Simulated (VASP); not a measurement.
Runs of VASP 6.6.1 on TiC. The structure is that of space group Fm-3m (No. 225), or close to it. The cells are those of the table. 

| task | cell | k mesh | gap on the mesh (eV) | pressure (GPa) |
| --- | --- | --- | --- | --- |
| relaxation of cell and atoms | relaxed from a = 3.013 Å, angles 60.0°, 2 atoms | 16 × 16 × 16 | none | 0.0 |
| single point | a = 3.072 Å, angles 60.0°, 2 atoms | 16 × 16 × 16 | none | -14.2 |
| single point | a = 2.920 Å, angles 60.0°, 2 atoms | 16 × 16 × 16 | none | (a) |
| single point | a = 3.043 Å, angles 60.0°, 2 atoms | 16 × 16 × 16 | none | (b) |
| single point | a = 2.982 Å, angles 60.0°, 2 atoms | 16 × 16 × 16 | none | 9.8 |
| single point | a = 2.951 Å, angles 60.0°, 2 atoms | 16 × 16 × 16 | none | 20.4 |
| single point | a = 3.101 Å, angles 60.0°, 2 atoms | 16 × 16 × 16 | none | -20.1 |
| single point | a = 3.013 Å, angles 60.0°, 2 atoms | 8 × 8 × 8 | none | 0.6 |

Alike in all rows: level LDA; potentials or basis VASP PAW LDA potentials, release 64 (Ti_sv, C); no spin polarisation; cutoff (eV) 600; smearing gaussian 0.1 eV.

Estimate the missing entries.

(a) 32.6; (b) -7.3.

Caveats: the cell stands under tension (at least some runs); the cell stands under pressure (at least some runs).

A gap of «none» marks levels without a gap at the run's occupations.
